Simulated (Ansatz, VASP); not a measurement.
# Nb: VASP beside Ansatz

```
Nb
1.0
     0.00000    2.14283    2.14283
     2.14283    0.00000    2.14283
     2.14283    2.14283    0.00000
Nb
1
Cartesian
  0.0000 0.0000 0.0000
```

Alike in both runs: task single point; functional LDA; k mesh 11 × 11 × 11; occupations fermi-dirac, width 0.05 eV; no spin polarisation.

|  | VASP | Ansatz |
| --- | --- | --- |
| version | VASP 6.6.1 | Ansatz 0.2.0 |
| potentials or method | VASP PAW LDA potentials, release 64 (Nb_sv) | Ansatz PAW |
| plane-wave cutoff (eV) | 520 | 420 |
| valence electrons in the cell | 13 | 13 |

|  | VASP | Ansatz | Ansatz less VASP |
| --- | --- | --- | --- |
| gap on the k mesh at the Fermi level (eV) | none | none | - |
| pressure (GPa) | -16.2 | -16.1 | +0.12 |

LDA's correlation is that of Perdew and Zunger in VASP and of Perdew and Wang (1992) in Ansatz. A gap of «none» marks a metal or a gap that the smearing closes.
